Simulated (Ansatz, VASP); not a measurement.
**One calculation of MgI2, two programs**

The input INCAR:

```
SYSTEM = MgI2
PREC = Accurate ; ENCUT = 520
EDIFF = 1E-6 ; ISMEAR = 0
SIGMA = 0.05 ; LREAL = .FALSE.
LASPH = .TRUE. ; NELM = 80
ALGO = Normal ; ISIF = 2
LWAVE = .FALSE. ; LCHARG = .FALSE.
GGA = PE ; NBANDS = 15
```

Contents of KPOINTS:

```
regular mesh
0
G
  6 6 4
  0 0 0
```

The input POSCAR:

```
MgI2
1.0
    4.2160056232      0.0000000000      0.0000000000
   -2.1080028116      3.6511679722      0.0000000000
    0.0000000000      0.0000000000      6.9649300000
Mg I
1 2
Direct
    0.0000000000      0.0000000000      0.0000000000
    0.3333333333      0.6666666667      0.7576300000
    0.6666666667      0.3333333333      0.2423700000
```

Input for Ansatz:

```yaml
crystal:
  lattice:
    - [4.2160056232, 0.0, 0.0]
    - [-2.1080028116, 3.6511679722, 0.0]
    - [0.0, 0.0, 6.96493]
  atoms:
    - { symbol: Mg, position: [0.0, 0.0, 0.0] }
    - { symbol: I, position: [0.3333333333, 0.6666666667, 0.75763] }
    - { symbol: I, position: [0.6666666667, 0.3333333333, 0.24237] }
basis:
  ecutwfc: 420
kpoints:
  mp_grid: { grid: [6, 6, 4] }
hamiltonian:
  xc: pbe
scf:
  occupations: { method: gaussian, width: 0.05 }
output:
  forces: true
  stress: true
  eigenvalues: true
  write_density: true
  write_potential: true
  elf: true
  volumetric_format: npy
```

Change from the starting cell: strain +0.015 along x and y, +0.015 along z, atoms carried along.

Alike in both runs: task single point; functional PBE; k mesh 6 × 6 × 4; occupations gaussian, width 0.05 eV; no spin polarisation.

|  | VASP | Ansatz |
| --- | --- | --- |
| version | VASP 6.6.1 | Ansatz 0.2.0 |
| potentials or method | VASP PAW PBE potentials, release 64 (Mg, I), cutoff 520 eV | scalar-relativistic, plane waves, PAW |
| valence electrons in the cell | 16 | 44 |

Ansatz gave:

* gap on the k mesh at the Fermi level (eV): 3.49
* least direct gap on the mesh (eV): 3.52
* pressure (GPa): -0.1
* traceless stress, the component that is largest in VASP (GPa): 0.19
* rms of the force components (eV/Å): 0.078

Which values does VASP return?

gap on the k mesh at the Fermi level (eV): 3.47; least direct gap on the mesh (eV): 3.51; pressure (GPa): -0.1; traceless stress, the component that is largest in VASP (GPa): 0.20; rms of the force components (eV/Å): 0.082.

Atom by atom the forces differ by 0.005 eV/Å (rms over components). VASP's potentials hold 16 valence electrons a cell and Ansatz's 44, so a difference there can come from the potentials and not from the codes.

Neither program's run includes spin-orbit coupling.
